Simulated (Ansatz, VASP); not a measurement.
# KCl: VASP beside Ansatz

File INCAR:

```
PREC     = Accurate       # precision mode
ENCUT    = 520            # plane-wave cutoff, eV
EDIFF    = 1E-6           # SCF threshold, eV
ISMEAR   = 0              # smearing method
SIGMA    = 0.02           # smearing width, eV
LREAL    = False          # projectors in reciprocal space
LASPH    = True           # aspherical terms in the spheres
NELM     = 80             # most SCF steps
ALGO     = Normal         # electronic algorithm
ISIF     = 2              # what is computed and relaxed
LWAVE    = False          # write WAVECAR
LCHARG   = False          # write CHGCAR
GGA      = PS             # functional
NBANDS   = 15             # bands
```

File KPOINTS:

```
regular mesh
0
Gamma
  6 6 6
```

The input POSCAR:

```
KCl
1.0
   -0.0219033340      3.1133979670      3.1367846680
    3.1136188940     -0.0141708890      3.1290522230
    3.1548375600      3.1468841880     -0.0553895550
K Cl
1 1
Direct
    0.0020959412      0.0028690472     -0.0082015779
    0.4979040588      0.4971309528      0.5082015779
```

Input for Ansatz:

```yaml
crystal:
  lattice:
    - [-0.021903334, 3.113397967, 3.136784668]
    - [3.113618894, -0.014170889, 3.129052223]
    - [3.15483756, 3.146884188, -0.055389555]
  atoms:
    - { symbol: K, position: [0.0020959412, 0.0028690472, -0.0082015779] }
    - { symbol: Cl, position: [0.4979040588, 0.4971309528, 0.5082015779] }
basis:
  ecutwfc: 420
kpoints:
  mp_grid: { grid: [6, 6, 6] }
hamiltonian:
  xc: pbesol
scf:
  occupations: { method: gaussian, width: 0.02 }
output:
  forces: true
  stress: true
  eigenvalues: true
```

Change from the starting cell: all atoms moved at random, cell strained at random.

Alike in both runs: task single point; functional PBEsol; k mesh 6 × 6 × 6; occupations gaussian, width 0.02 eV; no spin polarisation.

|  | VASP | Ansatz |
| --- | --- | --- |
| version | VASP 6.6.1 | Ansatz 0.2.0 |
| potentials or method | VASP PAW PBE potentials, release 64 (K_sv, Cl), cutoff 520 eV | scalar-relativistic, plane waves, PAW |
| valence electrons in the cell | 16 | 16 |

Ansatz gave:

```
gap on the k mesh at the Fermi level (eV)                     : 5.00
least direct gap on the mesh (eV)                             : 5.00
pressure (GPa)                                                : -0.4
traceless stress, the component that is largest in VASP (GPa) : 0.14
rms of the force components (eV/Å)                            : 0.041
```

Q: Estimate VASP's values.

A: gap on the k mesh at the Fermi level (eV): 5.00; least direct gap on the mesh (eV): 5.00; pressure (GPa): -0.4; traceless stress, the component that is largest in VASP (GPa): 0.14; rms of the force components (eV/Å): 0.042.

VASP's potentials were made for PBE, not for PBEsol. Atom by atom the forces differ by 0.001 eV/Å (rms over components).
